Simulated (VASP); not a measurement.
# CaPtN6 (R-3) in VASP: single point with r2SCAN

Aim: the single point of CaPtN6 with r2SCAN.

All numbers are computed with VASP 6.6.1; they aren't measurements. Logs are shortened: lines on timing, memory, paths and dates and some standing lists are left out, and cuts for length are marked.

**1. The cell of the first run**

The structure is trigonal, space group R-3 (No. 148). Conventional cell: a = 4.988 Å, b = 4.988 Å, c = 14.022 Å, α = 90.00°, β = 90.00°, γ = 120.00°. Within 2.8 Å of Ca (site symmetry -3) lie 6 N at 2.13 Å. Within 2.5 Å of N (site symmetry 1) lie 1 Pt at 1.82 Å and 1 Ca at 2.13 Å and 2 N at 2.49 Å. Within 2.4 Å of Pt (site symmetry -3) lie 6 N at 1.82 Å.

**2. Single point, r2SCAN**

POSCAR

```
CaPtN6
1.0
    2.4939640000      4.3196710000      0.0000000000
   -2.4939640000      4.3196710000      0.0000000000
   -2.4939640000      1.4398870000      4.6739770000
Ca N Pt
1 6 1
Direct
    0.5000000000      0.0000000000      0.5000000000
    0.2490000000      0.8460000000      0.7900000000
    0.9050000000      0.4590000000      0.7900000000
    0.6360000000      0.1150000000      0.7900000000
    0.7510000000      0.1540000000      0.2100000000
    0.0950000000      0.5410000000      0.2100000000
    0.3640000000      0.8850000000      0.2100000000
    0.0000000000      0.0000000000      0.0000000000
```

INCAR.step1

```
ALGO = Normal
EDIFF = 1E-4
ENCUT = 520
GGA = PE
ISMEAR = -1
LASPH = True
LCHARG = False
LREAL = False
LWAVE = True
NBANDS = 35
NELM = 100
PREC = Accurate
SIGMA = 0.1
```

INCAR.step2

```
ALGO = Normal
EDIFF = 1E-7
ENCUT = 520
ISIF = 2
ISMEAR = -1
ISTART = 1
LASPH = True
LCHARG = False
LMIXTAU = True
LREAL = False
LWAVE = False
METAGGA = R2SCAN
NBANDS = 35
NELM = 100
PREC = Accurate
SIGMA = 0.1
```

KPOINTS

```
k-points
0
Gamma
  6 6 6
```

Potentials or basis: VASP PAW PBE potentials, release 64 (Ca_sv, N, Pt).

Launch:

```
$ cat potpaw_PBE.64/Ca_sv/POTCAR potpaw_PBE.64/N/POTCAR potpaw_PBE.64/Pt/POTCAR > POTCAR
$ cp INCAR.step1 INCAR
$ mpirun -np 1 vasp_std > vasp.out
$ cp INCAR.step2 INCAR
$ mpirun -np 1 vasp_std > vasp.out
```

OUTCAR:

```text
EDIFF = 1E-7
   ENCUT = 520
   ISIF = 2
   ISMEAR = -1
   ISTART = 1
   LASPH = True
   LREAL = False
   METAGGA = R2SCAN
   NELM = 100
   PREC = Accurate

 ion  position               nearest neighbor table
   1  0.500  0.000  0.500-   4 2.13   7 2.13   6 2.13   3 2.13   2 2.13   5 2.13
   2  0.249  0.846  0.790-   8 1.82   1 2.13
   3  0.905  0.459  0.790-   8 1.82   1 2.13
   4  0.636  0.115  0.790-   8 1.82   1 2.13
   5  0.751  0.154  0.210-   8 1.82   1 2.13
   6  0.095  0.541  0.210-   8 1.82   1 2.13
   7  0.364  0.885  0.210-   8 1.82   1 2.13
   8  0.000  0.000  0.000-   4 1.82   7 1.82   5 1.82   2 1.82   6 1.82   3 1.82

  LATTYP: Found a trigonal (rhomboedric) cell.
 ALAT       =     5.4899173038
 COS(alpha) =     0.5872579177

  Lattice vectors:

 A1 = (   2.4939640000,   1.4398870000,   4.6739770000)
 A2 = (  -2.4939640000,   1.4398870000,   4.6739770000)
 A3 = (   0.0000000000,  -2.8797840000,   4.6739770000)

Analysis of symmetry for initial positions (statically):
=====================================================================
 Subroutine PRICEL returns:
 Original cell was already a primitive cell.

 Routine SETGRP: Setting up the symmetry group for a
 trigonal (rhombohedral) supercell.

 Subroutine GETGRP returns: Found  6 space group operations
 (whereof  6 operations were pure point group operations)
 out of a pool of 12 trial point group operations.

The static configuration has the point symmetry S_6 .

Analysis of symmetry for dynamics (positions and initial velocities):
=====================================================================
 Subroutine PRICEL returns:
 Original cell was already a primitive cell.

 Routine SETGRP: Setting up the symmetry group for a
 trigonal (rhombohedral) supercell.

 Subroutine GETGRP returns: Found  6 space group operations
 (whereof  6 operations were pure point group operations)
 out of a pool of 12 trial point group operations.

The dynamic configuration has the point symmetry S_6 .

 Subroutine INISYM returns: Found  6 space group operations
 (whereof  6 operations are pure point group operations),
 and found     1 'primitive' translations

----------------------------------------------------------------------------------------

                                     Primitive cell

  volume of cell :     100.7065

  direct lattice vectors                    reciprocal lattice vectors
     2.493964000  4.319671000  0.000000000     0.200484049  0.115749556  0.071316936
    -2.493964000  4.319671000  0.000000000    -0.200484049  0.115749556 -0.142633625
    -2.493964000  1.439887000  4.673977000     0.000000000  0.000000000  0.213950561

  length of vectors
     4.987926822  4.987926822  5.489917304     0.242235255  0.271912053  0.213950561

  position of ions in fractional coordinates (direct lattice)
     0.500000000  0.000000000  0.500000000
     0.249000000  0.846000000  0.790000000
     0.905000000  0.459000000  0.790000000
     0.636000000  0.115000000  0.790000000
     0.751000000  0.154000000  0.210000000
     0.095000000  0.541000000  0.210000000
     0.364000000  0.885000000  0.210000000
     0.000000000  0.000000000  0.000000000

  ion indices of the primitive-cell ions
   primitive index   ion index
                 1           1
                 2           2
                 3           3
                 4           4
                 5           5
                 6           6
                 7           7
                 8           8

----------------------------------------------------------------------------------------

 KPOINTS: k-points

Automatic generation of k-mesh.
 Grid dimensions read from file:
 generate k-points for:    6    6    6

 Generating k-lattice:

  Cartesian coordinates                     Fractional coordinates (reciprocal lattice)
     0.033414008  0.019291593  0.011886156     0.166666667  0.000000000  0.000000000
    -0.033414008  0.019291593 -0.023772271     0.000000000  0.166666667  0.000000000
     0.000000000  0.000000000  0.035658427     0.000000000  0.000000000  0.166666667

  Length of vectors
     0.040372543  0.045318675  0.035658427

  Shift w.r.t. Gamma in fractional coordinates (k-lattice)
     0.000000000  0.000000000  0.000000000

 Subroutine IBZKPT returns following result:
 ===========================================

 Found     40 irreducible k-points:

 Following reciprocal coordinates:
            Coordinates               Weight
  0.000000  0.000000  0.000000      1.000000
  0.166667 -0.000000  0.000000      6.000000
  0.333333 -0.000000  0.000000      6.000000
  0.500000 -0.000000  0.000000      3.000000
 -0.000000  0.166667  0.000000      6.000000
  0.333333  0.166667  0.000000      6.000000
[... 16 lines left out ...]
  0.500000  0.333333  0.166667      6.000000
  0.500000  0.166667 -0.166667      6.000000
 [... further k-points ...]
   k-points           NKPTS =     40   k-points in BZ     NKDIM =     40   number of bands    NBANDS=     35
   number of dos      NEDOS =    301   number of ions     NIONS =      8
   total plane-waves  NPLWV =  67200
   dimension x,y,z NGX =    40 NGY =   40 NGZ =   42
   dimension x,y,z NGXF=    80 NGYF=   80 NGZF=   84
   ions per type =               1   6   1
   NGX,Y,Z   is equivalent  to a cutoff of  13.33, 13.33, 12.72 a.u.
   NGXF,Y,Z  is equivalent  to a cutoff of  26.66, 26.66, 25.44 a.u.
 SYSTEM =  unknown system
   PREC   = accura    normal or accurate (medium, high low for compatibility)
   ISTART =      1    job   : 0-new  1-cont  2-samecut
   ICHARG =      0    charge: 1-file 2-atom 10-const
   ISPIN  =      1    spin polarized calculation?
   LNONCOLLINEAR =      F non collinear calculations
   LSORBIT =      F    spin-orbit coupling
   LASPH  =      T    aspherical Exc in radial PAW
   ENCUT  =  520.0 eV  38.22 Ry    6.18 a.u.   9.27  9.27 10.21*2*pi/ulx,y,z
   NELM   =    100;   NELMIN=  2; NELMDL=  0     # of ELM steps
   EDIFF  = 0.1E-06   stopping-criterion for ELM
   LREAL  =      F    real-space projection
   EDIFFG = 0.1E-05   stopping-criterion for IOM
   NSW    =      0    number of steps for IOM
   IBRION =     -1    ionic relax: 0-MD 1-quasi-New 2-CG
   NFREE  =      0    steps in history (QN), initial steepest desc. (CG)
   ISIF   =      2    stress and relaxation
   ISYM   =      2    0-nonsym 1-usesym 2-fastsym
   POTIM  = 0.5000    time-step for ionic-motion
   TEBEG  =    0.0;   TEEND  =   0.0 temperature during run
   PSTRESS=    0.0 pullay stress
   NELECT =      50.0000    total number of electrons
   NUPDOWN=      -1.0000    fix difference up-down
   EMIN   =  10.00;   EMAX   =-10.00  energy-range for DOS
   EFERMI =   0.00;   METHOD = LEGACY
   ISMEAR =    -1;   SIGMA  =   0.10  broadening in eV -4-tet -1-fermi 0-gaus
   EFERMI_NEDOS =   21; number of points for ismear=-14 and -15
   IALGO  =     38    algorithm
   IMIX   =      4    mixing-type and parameters
     AMIX     =   0.40;   BMIX     =  1.00
     AMIX_MAG =   1.60;   BMIX_MAG =  1.00
  volume/ion in A,a.u.               =      12.59        84.95
  Fermi-wavevector in a.u.,A,eV,Ry     =   1.296320  2.449690 22.863864  1.680447
  Thomas-Fermi vector in A             =   2.427784
   LORBIT       =      0    0 simple, 1 ext, 2 COOP (PROOUT), +10 PAW based schemes
   METAGGA = R2SCAN    functional components
   LHFCALC =     F    Hartree Fock is set to
   AEXX    =    0.0000 exact exchange contribution
   IVDW    =     0    specifies the selected vdW correction
   LEPSILON=     F    determine dielectric tensor
   LRPA    =     F    only Hartree local field effects (RPA)
 non-spin polarized calculation
  energy-cutoff  :      520.00
  volume of cell :      100.71
 maximum number of plane-waves:      2724
 NGX is ok and might be reduce to    40
   NGX = 19   NGY = 19   NGZ = 21

 number of electron      50.0000000 magnetization

 Free energy of the ion-electron system (eV)
  ---------------------------------------------------
  ext. energy  EPLUGINS =         0.00000000
  ---------------------------------------------------
  free energy    TOTEN  =       -90.61965483 eV

  energy without entropy =      -90.38739638  energy(sigma->0) =      -90.50352560

 E-fermi :   2.5756     XC(G=0): -11.0765

 val. band max:        2.5734650648   @ k =  -0.1667   0.3333  -0.1667
 cond. band min:       2.5867645402   @ k =  -0.0000   0.5000   0.1667
 fundamental gap:      0.0132994754
 Fermi energy:         2.5755603488

 k-point     1 :       0.0000    0.0000    0.0000
  band No.  band energies     occupation
      1     -35.5823      2.00000
      2     -16.5356      2.00000
      3     -16.3325      2.00000
      4     -16.3325      2.00000
      5     -14.5228      2.00000
      6     -13.1965      2.00000
[... 27 lines left out ...]
     34      11.8973      0.00000
     35      12.3410      0.00000

 k-point     2 :       0.1667   -0.0000    0.0000
  band No.  band energies     occupation
      1     -35.5820      2.00000
      2     -16.5585      2.00000
      3     -16.3876      2.00000
      4     -16.3487      2.00000
      5     -14.3106      2.00000
      6     -13.1150      2.00000
[... 27 lines left out ...]
     34      11.8880      0.00000
     35      12.1627      0.00000

 k-point     3 :       0.3333   -0.0000    0.0000
  band No.  band energies     occupation
      1     -35.5816      2.00000
      2     -16.6090      2.00000
      3     -16.4709      2.00000
      4     -16.3801      2.00000
      5     -13.8172      2.00000
      6     -12.9136      2.00000
[... 27 lines left out ...]
     34      11.6285      0.00000
     35      11.8290      0.00000
[... 723 lines left out ...]
 k-point    23 :       0.5000    0.3333    0.1667
  band No.  band energies     occupation
      1     -35.5814      2.00000
      2     -16.5795      2.00000
      3     -16.4724      2.00000
      4     -16.3740      2.00000
      5     -13.8149      2.00000
      6     -13.0426      2.00000
[... 27 lines left out ...]
     34      11.3899      0.00000
     35      11.7290      0.00000

 k-point    24 :       0.5000    0.1667   -0.1667
  band No.  band energies     occupation
      1     -35.5814      2.00000
      2     -16.5822      2.00000
      3     -16.4644      2.00000
      4     -16.3784      2.00000
      5     -13.8447      2.00000
      6     -12.9938      2.00000
[... 27 lines left out ...]
     34      11.4825      0.00000
     35      11.6953      0.00000

 [... further k-points ...]

------------------------ aborting loop because EDIFF is reached ----------------------------------------

  FORCE on cell =-STRESS in cart. coord.  units (eV):
  Direction    XX          YY          ZZ          XY          YZ          ZX
  --------------------------------------------------------------------------------------
  -------------------------------------------------------------------------------------
  Total       18.2137000     18.2136885     22.7704367      0.0000006     -0.0000162     -0.0000000
  in kB      289.7686136    289.7684311    362.2634549      0.0000094     -0.0002584     -0.0000000
  external PRESSURE =     313.9334999 kB  Pullay stress =       0.0000000 kB

 VOLUME and BASIS-vectors are now :
 -----------------------------------------------------------------------------
  energy-cutoff  :      520.00
  volume of cell :      100.71
      direct lattice vectors                 reciprocal lattice vectors
     2.493964000  4.319671000  0.000000000     0.200484049  0.115749556  0.071316936
    -2.493964000  4.319671000  0.000000000    -0.200484049  0.115749556 -0.142633625
    -2.493964000  1.439887000  4.673977000     0.000000000  0.000000000  0.213950561

 POSITION                                       TOTAL-FORCE (eV/Angst)
 -----------------------------------------------------------------------------------
      0.00000      2.87978      2.33699         0.000000     -0.000000      0.000000
     -3.45913      5.86755      3.69244         1.979746     -1.149119     -0.652053
     -0.85792      7.02954      3.69244         0.005294      2.289070     -0.652053
     -0.67088      4.38158      3.69244        -1.985040     -1.139949     -0.652053
      0.96516      4.21168      0.98154        -1.979746      1.149119      0.652053
     -1.63604      3.04969      0.98154        -0.005294     -2.289070      0.652053
     -1.82309      5.69765      0.98154         1.985040      1.139949      0.652053
      0.00000      0.00000      0.00000         0.000000      0.000000      0.000000
 -----------------------------------------------------------------------------------
    total drift:                                0.000000      0.000000      0.000000

  FREE ENERGIE OF THE ION-ELECTRON SYSTEM (eV)
  ---------------------------------------------------
  free  energy   TOTEN  =       -90.6196548253 eV

  energy  without entropy=      -90.3873963753  energy(sigma->0) =      -90.50352560
```

It took 8.8 min on 1 thread of Intel Xeon Platinum 8259CL at 2.50GHz (Skylake/Cascade Lake), shared host; peak memory 0.35 GiB.

What came out:

```
Free energy            : -90.6197 eV
Pressure               : 31.4 GPa
Largest force          : 2.380 eV/Å
Band gap on the k mesh : zero (bands 25 and 26 overlap by 0.21 eV)
```

Forces in eV/Å, atoms in the order of the input:
```
Ca   0.000  0.000  0.000
N    1.980 -1.149 -0.652
N    0.005  2.289 -0.652
N   -1.985 -1.140 -0.652
N   -1.980  1.149  0.652
N   -0.005 -2.289  0.652
N    1.985  1.140  0.652
Pt   0.000  0.000  0.000
```

Caveat: the stress differs along the axes, from 29 to 36 GPa; the PAW data sets were made with another functional, which shifts forces and pressure a little; spin-orbit coupling is left out, which moves the levels of the heavy elements.
